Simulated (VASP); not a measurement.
Set up this calculation in VASP 6.6.1, as the native input.

```
Task                   : single point
Functional             : PBE
Potentials or basis    : VASP PAW PBE potentials, release 64 (Na_pv, I)
Cutoff                 : 520 eV
k mesh                 : 6 × 6 × 6
Occupations            : gaussian, width 0.01 eV
Spin                   : no spin polarisation
Dipole correction      : no
Further INCAR settings : ALGO = Normal; EDIFF = 1e-06; NBANDS = 14
```

The structure of NaI lies in POSCAR:

```
NaI
1.0
    0.0000000000      3.6164305588      3.6164305588
    3.6164305588      0.0000000000      3.6164305588
    3.6164305588      3.6164305588      0.0000000000
Na I
1 1
Direct
    0.0000000000      0.0000000000      0.0000000000
    0.2500000000      0.2500000000      0.2500000000
```

This cell differs from its parent crystal: volume changed by +3%.

One way to write it, as run:

INCAR

```
PREC = Accurate ; ENCUT = 520
EDIFF = 1E-6 ; ISMEAR = 0
SIGMA = 0.01 ; LREAL = F
LASPH = T ; NELM = 100
ALGO = Normal ; ISIF = 2
LWAVE = F ; LCHARG = T
GGA = PE ; LELF = T
LVHAR = T ; NBANDS = 14
```

KPOINTS

```
regular mesh
0
Gamma
  6 6 6
```

Potentials or basis: VASP PAW PBE potentials, release 64 (Na_pv, I).

The run is started by

```sh
$ cat potpaw_PBE.64/Na_pv/POTCAR potpaw_PBE.64/I/POTCAR > POTCAR
$ mpirun -np 1 vasp_std > vasp.out
```

It gave:

```
Pressure               : -0.3 GPa
Band gap on the k mesh : 3.72 eV, direct
```

Caveat: spin-orbit coupling is left out, which moves the levels of the heavy elements.

Run time: 20 s on 1 thread of AMD EPYC 7R13 Processor (Zen 3), with other jobs on the host, peak memory 0.21 GiB.
